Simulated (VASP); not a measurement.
Set up this calculation in VASP 6.6.1, as the native input.

```
Task                               : single point
Functional                         : PBE-based screened hybrid
Potentials or basis                : VASP PAW PBE potentials, release 64 (Na_pv, Cl)
Cutoff                             : 520 eV
k mesh                             : 4 × 4 × 4
Occupations                        : gaussian, width 0.01 eV
Spin                               : no spin polarisation
Dipole correction                  : no
Grid for exact exchange (PRECFOCK) : Normal
Share of exact exchange            : 1
Further INCAR settings             : ALGO = Normal; EDIFF = 1e-06; NBANDS = 14
Screening parameter                : 0.3 1/Å
```

The system is NaCl.

```
CELL_PARAMETERS angstrom
3.45955 0.00000 0.00000
0.00000 3.45955 0.00000
0.00000 0.00000 3.45955
ATOMIC_POSITIONS crystal
Na 0.00000 0.00000 0.00000
Cl 0.50000 0.50000 0.50000
```

These files were run (other wordings do the same):

POSCAR

```
NaCl
1.0
    3.4595458397      0.0000000000      0.0000000000
    0.0000000000      3.4595458397      0.0000000000
    0.0000000000      0.0000000000      3.4595458397
Na Cl
1 1
Direct
    0.0000000000      0.0000000000      0.0000000000
    0.5000000000      0.5000000000      0.5000000000
```

INCAR.step1

```
ALGO = Normal ; EDIFF = 1E-5
ENCUT = 520 ; GGA = PE
ISIF = 2 ; ISMEAR = 0
LASPH = T ; LCHARG = F
LREAL = F ; LWAVE = T
NBANDS = 14 ; NELM = 60
PREC = Accurate ; SIGMA = 0.01
```

INCAR.step2

```
AEXX = 1.0 ; AGGAC = 1.0
ALDAC = 1.0 ; ALGO = Normal
EDIFF = 1E-6 ; ENCUT = 520
GGA = PE ; HFSCREEN = 0.3
ISIF = 2 ; ISMEAR = 0
ISTART = 1 ; LASPH = T
LCHARG = F ; LHFCALC = T
LREAL = F ; LWAVE = F
NBANDS = 14 ; NELM = 60
PREC = Accurate ; PRECFOCK = Normal
SIGMA = 0.01
```

KPOINTS

```
k-points
0
Gamma
  4 4 4
```

Potentials or basis: VASP PAW PBE potentials, release 64 (Na_pv, Cl).

Command:

```console
$ cat potpaw_PBE.64/Na_pv/POTCAR potpaw_PBE.64/Cl/POTCAR > POTCAR
$ cp INCAR.step1 INCAR
$ mpirun -np 1 vasp_std > vasp.out
$ cp INCAR.step2 INCAR
$ mpirun -np 1 vasp_std > vasp.out
```

It gave:

The pressure is -0.8 GPa and the band gap on the k mesh is 8.63 eV, indirect (least direct gap 9.29 eV).

Caveat: the k points lie up to 0.45 Å⁻¹ apart; the PAW data sets were made with another functional, which shifts forces and pressure a little.

Run time: 2.7 min on 1 thread of AMD EPYC 7R13 Processor (Zen 3) (shared host), peak memory 0.22 GiB.
